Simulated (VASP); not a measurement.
AlPt, 2 atoms in the cell. It takes space group Pm-3m (No. 221, cubic). The conventional cell has a = 3.028 Å, b = 3.028 Å, c = 3.028 Å, α = 90.00°, β = 90.00°, γ = 90.00°. Within 3.5 Å of Al (site symmetry m-3m) lie 8 Pt at 2.62 Å and 6 Al at 3.03 Å. Within 3.5 Å of Pt (site symmetry m-3m) lie 8 Al at 2.62 Å and 6 Pt at 3.03 Å. 

| Item | Value |
| --- | --- |
| Program | VASP 6.6.1 |
| Task | single point |
| Functional | r2SCAN |
| Potentials or basis | VASP PAW PBE potentials, release 64 (Al, Pt) |
| Cutoff | 520 eV |
| k mesh | 9 × 9 × 9 |
| Occupations | methfessel-paxton, width 0.1 eV |
| Spin | no spin polarisation |
| Dipole correction | no |
| Further INCAR settings | ALGO = Normal; EDIFF = 1e-06; NBANDS = 14 |

Potentials or basis: VASP PAW PBE potentials, release 64 (Al, Pt).

Command:

```sh
$ cat potpaw_PBE.64/Al/POTCAR potpaw_PBE.64/Pt/POTCAR > POTCAR
$ cp INCAR.step1 INCAR
$ mpirun -np 1 vasp_std > vasp.out
$ cp INCAR.step2 INCAR
$ mpirun -np 1 vasp_std > vasp.out
```

Hardware: 1 thread of Intel(R) Xeon(R) Platinum 8175M CPU @ 2.50GHz (Skylake/Cascade Lake), with other jobs on the host.

Task: How long does it take, and how much memory?

Result: It took 36 s on 1 thread of Intel(R) Xeon(R) Platinum 8175M CPU @ 2.50GHz (Skylake/Cascade Lake), with other jobs on the host, peak memory 0.15 GiB. Counts: k points 35.
